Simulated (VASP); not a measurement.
# Bi (Im-3m) in VASP: settings compared, part 2 of 2

VASP 6.6.1. Earlier steps stand in the parts before.

## Step 4: Single point, revPBE

This run uses another cell than the first one, of 32.25 Å³/atom, 1.073 times its volume.

File INCAR:

```
PREC = Accurate ; ENCUT = 520
EDIFF = 1E-6 ; ISMEAR = -1
SIGMA = 0.05 ; LREAL = False
LASPH = True ; NELM = 80
ALGO = Fast ; ISIF = 2
LWAVE = False ; LCHARG = True
GGA = RE ; LELF = True
LVHAR = True ; NBANDS = 14
```

File KPOINTS:

```
Automatic mesh
0
Gamma
  9 9 9
```

File POSCAR:

```
Bi
1.0
   -2.0051595785      2.0051595785      2.0051595785
    2.0051595785     -2.0051595785      2.0051595785
    2.0051595785      2.0051595785     -2.0051595785
Bi
1
Direct
    0.0000000000      0.0000000000      0.0000000000
```

Potentials or basis: VASP PAW PBE potentials, release 64 (Bi_d).

Started as:

```sh
> cat potpaw_PBE.64/Bi_d/POTCAR > POTCAR
> mpirun -np 1 vasp_std > vasp.out
```

OUTCAR:

```text
PREC = Accurate
   ENCUT = 520
   EDIFF = 1E-6
   ISMEAR = -1
   LREAL = False
   LASPH = True
   NELM = 80
   ISIF = 2
   GGA = RE

 ion  position               nearest neighbor table
   1  0.000  0.000  0.000-

  LATTYP: Found a body centered cubic cell.
 ALAT       =     4.0103191570

  Lattice vectors:

 A1 = (  -2.0051595785,   2.0051595785,   2.0051595785)
 A2 = (   2.0051595785,  -2.0051595785,   2.0051595785)
 A3 = (   2.0051595785,   2.0051595785,  -2.0051595785)

Analysis of symmetry for initial positions (statically):
=====================================================================
 Subroutine PRICEL returns:
 Original cell was already a primitive cell.

 Routine SETGRP: Setting up the symmetry group for a
 body centered cubic supercell.

 Subroutine GETGRP returns: Found 48 space group operations
[... 9 lines left out ...]

 Routine SETGRP: Setting up the symmetry group for a
 body centered cubic supercell.

 Subroutine GETGRP returns: Found 48 space group operations
[... 11 lines left out ...]
                                     Primitive cell

  volume of cell :      32.2483

  direct lattice vectors                    reciprocal lattice vectors
    -2.005159578  2.005159578  2.005159578     0.000000000  0.249356712  0.249356712
     2.005159578 -2.005159578  2.005159578     0.249356712  0.000000000  0.249356712
     2.005159578  2.005159578 -2.005159578     0.249356712  0.249356712  0.000000000

  length of vectors
     3.473038267  3.473038267  3.473038267     0.352643644  0.352643644  0.352643644

  position of ions in fractional coordinates (direct lattice)
     0.000000000  0.000000000  0.000000000

  ion indices of the primitive-cell ions
   primitive index   ion index
                 1           1

----------------------------------------------------------------------------------------

 KPOINTS: Automatic mesh

Automatic generation of k-mesh.
 Grid dimensions read from file:
 generate k-points for:    9    9    9

 Generating k-lattice:

  Cartesian coordinates                     Fractional coordinates (reciprocal lattice)
     0.000000000  0.027706301  0.027706301     0.111111111  0.000000000  0.000000000
     0.027706301  0.000000000  0.027706301     0.000000000  0.111111111  0.000000000
     0.027706301  0.027706301  0.000000000     0.000000000  0.000000000  0.111111111

  Length of vectors
     0.039182627  0.039182627  0.039182627

  Shift w.r.t. Gamma in fractional coordinates (k-lattice)
     0.000000000  0.000000000  0.000000000

 Subroutine IBZKPT returns following result:
 ===========================================

 Found     35 irreducible k-points:

 Following reciprocal coordinates:
            Coordinates               Weight
  0.000000  0.000000  0.000000      1.000000
  0.111111  0.000000  0.000000     12.000000
  0.222222  0.000000  0.000000     12.000000
  0.333333  0.000000  0.000000     12.000000
  0.444444  0.000000  0.000000     12.000000
  0.111111  0.111111  0.000000     24.000000
[... 16 lines left out ...]
 -0.333333  0.444444  0.111111     48.000000
 -0.444444 -0.444444  0.111111     24.000000
 [... further k-points ...]
   k-points           NKPTS =     35   k-points in BZ     NKDIM =     35   number of bands    NBANDS=     14
   number of dos      NEDOS =    301   number of ions     NIONS =      1
   total plane-waves  NPLWV =  21952
   dimension x,y,z NGX =    28 NGY =   28 NGZ =   28
   dimension x,y,z NGXF=    56 NGYF=   56 NGZF=   56
   ions per type =               1
   NGX,Y,Z   is equivalent  to a cutoff of  13.40, 13.40, 13.40 a.u.
   NGXF,Y,Z  is equivalent  to a cutoff of  26.81, 26.81, 26.81 a.u.
 SYSTEM =  unknown system
   PREC   = accura    normal or accurate (medium, high low for compatibility)
   ISTART =      0    job   : 0-new  1-cont  2-samecut
   ICHARG =      2    charge: 1-file 2-atom 10-const
   ISPIN  =      1    spin polarized calculation?
   LNONCOLLINEAR =      F non collinear calculations
   LSORBIT =      F    spin-orbit coupling
   LASPH  =      T    aspherical Exc in radial PAW
   ENCUT  =  520.0 eV  38.22 Ry    6.18 a.u.   6.46  6.46  6.46*2*pi/ulx,y,z
   NELM   =     80;   NELMIN=  2; NELMDL= -5     # of ELM steps
   EDIFF  = 0.1E-05   stopping-criterion for ELM
   LREAL  =      F    real-space projection
   EDIFFG = 0.1E-04   stopping-criterion for IOM
   NSW    =      0    number of steps for IOM
   IBRION =     -1    ionic relax: 0-MD 1-quasi-New 2-CG
[... 8 lines left out ...]
   EMIN   =  10.00;   EMAX   =-10.00  energy-range for DOS
   EFERMI =   0.00;   METHOD = LEGACY
   ISMEAR =    -1;   SIGMA  =   0.05  broadening in eV -4-tet -1-fermi 0-gaus
   EFERMI_NEDOS =   21; number of points for ismear=-14 and -15
   IALGO  =     68    algorithm
   IMIX   =      4    mixing-type and parameters
     AMIX     =   0.40;   BMIX     =  1.00
     AMIX_MAG =   1.60;   BMIX_MAG =  1.00
  volume/ion in A,a.u.               =      32.25       217.62
  Fermi-wavevector in a.u.,A,eV,Ry     =   1.268439  2.397002 21.890930  1.608938
  Thomas-Fermi vector in A             =   2.401534
   LORBIT       =      0    0 simple, 1 ext, 2 COOP (PROOUT), +10 PAW based schemes
   GGA     = RE    functional components
   LHFCALC =     F    Hartree Fock is set to
   AEXX    =    0.0000 exact exchange contribution
   IVDW    =     0    specifies the selected vdW correction
   LEPSILON=     F    determine dielectric tensor
   LRPA    =     F    only Hartree local field effects (RPA)
 non-spin polarized calculation
 RMM-DIIS sequential band-by-band and
  energy-cutoff  :      520.00
  volume of cell :       32.25
 maximum number of plane-waves:       897
 NGX is ok and might be reduce to    28
   NGX = 13   NGY = 13   NGZ = 13

 number of electron      15.0000003 magnetization

 Free energy of the ion-electron system (eV)
  ---------------------------------------------------
  ext. energy  EPLUGINS =         0.00000000
  ---------------------------------------------------
  free energy    TOTEN  =        -3.43945251 eV

  energy without entropy =       -3.43487948  energy(sigma->0) =       -3.43716600

 E-fermi :   7.5380     XC(G=0): -10.0639

 val. band max:        7.5222763526   @ k =  -0.2222   0.2222   0.1111
 cond. band min:       7.8208235521   @ k =   0.3333   0.2222   0.1111
 fundamental gap:      0.2985471996
 Fermi energy:         7.5379684594

 k-point     1 :       0.0000    0.0000    0.0000
  band No.  band energies     occupation
      1     -15.4979      2.00000
      2     -15.4979      2.00000
      3     -15.4979      2.00000
      4     -15.3855      2.00000
      5     -15.3855      2.00000
      6      -5.7116      2.00000
      7      12.4467      0.00000
      8      12.4467      0.00000
      9      12.4467      0.00000
     10      16.2298      0.00000
     11      18.0048      0.00000
     12      18.0048      0.00000
     13      18.0049      0.00000
     14      19.0047      0.00000

 k-point     2 :       0.1111    0.0000    0.0000
  band No.  band energies     occupation
      1     -15.5019      2.00000
      2     -15.4908      2.00000
      3     -15.4765      2.00000
      4     -15.3902      2.00000
      5     -15.3864      2.00000
      6      -5.4970      2.00000
      7      10.4989      0.00000
      8      11.8420      0.00000
      9      12.2646      0.00000
     10      16.2355      0.00000
     11      17.0314      0.00000
     12      17.7330      0.00000
     13      17.8775      0.00000
     14      19.9082      0.00000

 k-point     3 :       0.2222    0.0000    0.0000
  band No.  band energies     occupation
      1     -15.5121      2.00000
      2     -15.4764      2.00000
      3     -15.4216      2.00000
      4     -15.3989      2.00000
      5     -15.3885      2.00000
      6      -4.8714      2.00000
      7       7.5003      1.35964
      8      10.6885      0.00000
      9      11.7943      0.00000
     10      14.7975      0.00000
     11      16.0437      0.00000
     12      17.8520      0.00000
     13      19.1844      0.00000
     14      21.9606      0.00000
[... 324 lines left out ...]
 k-point    23 :      -0.3333    0.4444    0.1111
  band No.  band energies     occupation
      1     -15.4856      2.00000
      2     -15.4547      2.00000
      3     -15.4155      2.00000
      4     -15.3985      2.00000
      5     -15.3393      2.00000
      6      -2.9630      2.00000
      7       4.2077      2.00000
      8       7.1177      1.99955
      9      10.1590      0.00000
     10      14.7337      0.00000
     11      15.6517      0.00000
     12      18.7032      0.00000
     13      19.0234      0.00000
     14      22.5794      0.00000

 k-point    24 :      -0.4444   -0.4444    0.1111
  band No.  band energies     occupation
      1     -15.4877      2.00000
      2     -15.4579      2.00000
      3     -15.4212      2.00000
      4     -15.3881      2.00000
      5     -15.3223      2.00000
      6      -2.4581      2.00000
      7       3.3708      2.00000
      8       6.7579      2.00000
      9      10.0926      0.00000
     10      14.8198      0.00000
     11      16.2664      0.00000
     12      17.3513      0.00000
     13      18.7458      0.00000
     14      24.9923      0.00000

 [... further k-points ...]
[... 5 lines left out ...]
  --------------------------------------------------------------------------------------
  -------------------------------------------------------------------------------------
  Total       -0.0122256     -0.0122256     -0.0122256      0.0000000     -0.0000000      0.0000000
  in kB       -0.6073966     -0.6073966     -0.6073966      0.0000000     -0.0000000      0.0000000
  external PRESSURE =      -0.6073966 kB  Pullay stress =       0.0000000 kB

 VOLUME and BASIS-vectors are now :
 -----------------------------------------------------------------------------
  energy-cutoff  :      520.00
  volume of cell :       32.25
      direct lattice vectors                 reciprocal lattice vectors
    -2.005159578  2.005159578  2.005159578     0.000000000  0.249356712  0.249356712
     2.005159578 -2.005159578  2.005159578     0.249356712  0.000000000  0.249356712
     2.005159578  2.005159578 -2.005159578     0.249356712  0.249356712  0.000000000

 POSITION                                       TOTAL-FORCE (eV/Angst)
 -----------------------------------------------------------------------------------
      0.00000      0.00000      0.00000        -0.000000     -0.000000     -0.000000
 -----------------------------------------------------------------------------------
    total drift:                                0.000000      0.000000      0.000000

  FREE ENERGIE OF THE ION-ELECTRON SYSTEM (eV)
  ---------------------------------------------------
  free  energy   TOTEN  =        -3.4394525077 eV

  energy  without entropy=       -3.4348794832  energy(sigma->0) =       -3.43716600
```

OSZICAR:

```text
N       E                     dE             d eps       ncg     rms          rms(c)
DAV:   1     0.112534965750E+03    0.11253E+03   -0.76826E+03   994   0.121E+03
DAV:   2     0.301860634975E+01   -0.10952E+03   -0.10594E+03  1022   0.336E+02
DAV:   3    -0.328752954446E+01   -0.63061E+01   -0.62857E+01  1238   0.790E+01
DAV:   4    -0.343270381469E+01   -0.14517E+00   -0.14513E+00  1188   0.125E+01
DAV:   5    -0.343918845908E+01   -0.64846E-02   -0.64845E-02  1442   0.247E+00    0.460E-01
RMM:   6    -0.343819597992E+01    0.99248E-03   -0.58124E-03  1170   0.874E-01    0.294E-01
RMM:   7    -0.343921893131E+01   -0.10230E-02   -0.61096E-03  1152   0.786E-01    0.823E-02
RMM:   8    -0.343940764142E+01   -0.18871E-03   -0.12068E-03  1312   0.486E-01    0.154E-02
RMM:   9    -0.343944500802E+01   -0.37367E-04   -0.36800E-04  1453   0.189E-01    0.104E-02
RMM:  10    -0.343944892888E+01   -0.39209E-05   -0.77851E-05  1328   0.124E-01    0.252E-03
RMM:  11    -0.343945200158E+01   -0.30727E-05   -0.35086E-05  1589   0.570E-02    0.184E-03
RMM:  12    -0.343945250775E+01   -0.50617E-06   -0.47697E-06   974   0.211E-02
   1 F= -.34394525E+01 E0= -.34371660E+01  d E =-.457302E-02
```

stdout:

```text
POSCAR found type information on POSCAR Bi
 POSCAR found :  1 types and       1 ions
 scaLAPACK will be used
 -----------------------------------------------------------------------------
|                                                                             |
|                                                                             |
|     You enforced a specific xc type in the INCAR file but a different       |
|     I HOPE YOU KNOW WHAT YOU ARE DOING!                                     |
|                                                                             |
 -----------------------------------------------------------------------------

 LDA part: xc-table for (Slater+PW92), standard interpolation
 POSCAR, INCAR and KPOINTS ok, starting setup
 FFT: planning ... GRIDC
 FFT: planning ... GRID_SOFT
 FFT: planning ... GRID
 WAVECAR not read
 entering main loop
```

It took 10 s on 1 thread of AMD EPYC 9R45 (Zen 5), shared host; peak memory 0.12 GiB.

What came out:

```
Free energy : -3.4395 eV
Pressure    : -0.1 GPa
```

Caveat: the PAW data sets were made with another functional, which shifts forces and pressure a little; spin-orbit coupling is left out, which moves the levels of the heavy elements.

## Step 5: The runs side by side

| level | cell | gap on the mesh (eV) | pressure (GPa) |
| --- | --- | --- | --- |
| PBEsol | a = 3.392 Å, angles 109.5°, 1 atom | none | -0.1 |
| BLYP+D3(BJ) | a = 3.410 Å, angles 109.5°, 1 atom | none | 0.1 |
| revPBE | a = 3.473 Å, angles 109.5°, 1 atom | none | -0.1 |

Alike in all rows: task single point; potentials or basis VASP PAW PBE potentials, release 64 (Bi_d); no spin polarisation; k mesh 9 × 9 × 9; cutoff (eV) 520; smearing fermi-dirac 0.05 eV.

Caveats: the PAW data sets were made with another functional, which shifts forces and pressure a little; spin-orbit coupling is left out, which moves the levels of the heavy elements; pairwise dispersion overbinds metals, which lowers pressure and volume (some runs).

Absolute energies hang on the potentials; compare differences alone.
